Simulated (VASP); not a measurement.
Crystal: TaN.

```xyz
2
Lattice="0.0000 2.2113 2.2113 2.2113 0.0000 2.2113 2.2113 2.2113 0.0000" Properties=species:S:1:pos:R:3 pbc="T T T"
Ta    2.2113    2.2113    2.2113
N     0.0000    0.0000    0.0000
```

| Item | Value |
| --- | --- |
| Program | VASP 6.6.1 |
| Task | relaxation of cell and atoms |
| Functional | PBEsol |
| Dispersion | D3(BJ) |
| Potentials or basis | VASP PAW PBE potentials, release 64 (Ta_pv, N) |
| Cutoff | 600 eV |
| k mesh | 10 × 10 × 10 |
| Occupations | fermi-dirac, width 0.05 eV |
| Spin | no spin polarisation |

At the start: pressure -16.9 GPa; volume 10.81 Å³/atom.

Q: Where does the relaxation end?

A: Over 4 steps the energy falls by 29.1 meV/atom and the volume is 10.29 Å³/atom (-4.8 %); space group Fm-3m (No. 225, to 0.05 Å).

Step by step:
```
step  energy change (eV)  largest force (eV/Å)  pressure (GPa)  volume (Å³)
   1              0.0000                0.0000          -16.85        21.63
   2              0.3213                0.0000           58.57        18.26
   3             -0.0580                0.0000           -0.81        20.62
   4             -0.0581                0.0000           -0.13        20.58
```

Final structure:
```cif
data_structure
_symmetry_space_group_name_H-M 'P 1'
_symmetry_Int_Tables_number 1
_cell_length_a 3.0759
_cell_length_b 3.0759
_cell_length_c 3.0759
_cell_angle_alpha 60.000
_cell_angle_beta 60.000
_cell_angle_gamma 60.000
_cell_volume 20.58
loop_
_atom_site_label
_atom_site_type_symbol
_atom_site_fract_x
_atom_site_fract_y
_atom_site_fract_z
_atom_site_occupancy
Ta1 Ta 0.50000 0.50000 0.50000 1
N1 N 0.00000 0.00000 0.00000 1
```

Caveat: the PAW data sets were made with another functional, which shifts forces and pressure a little; pairwise dispersion overbinds metals, which lowers pressure and volume.
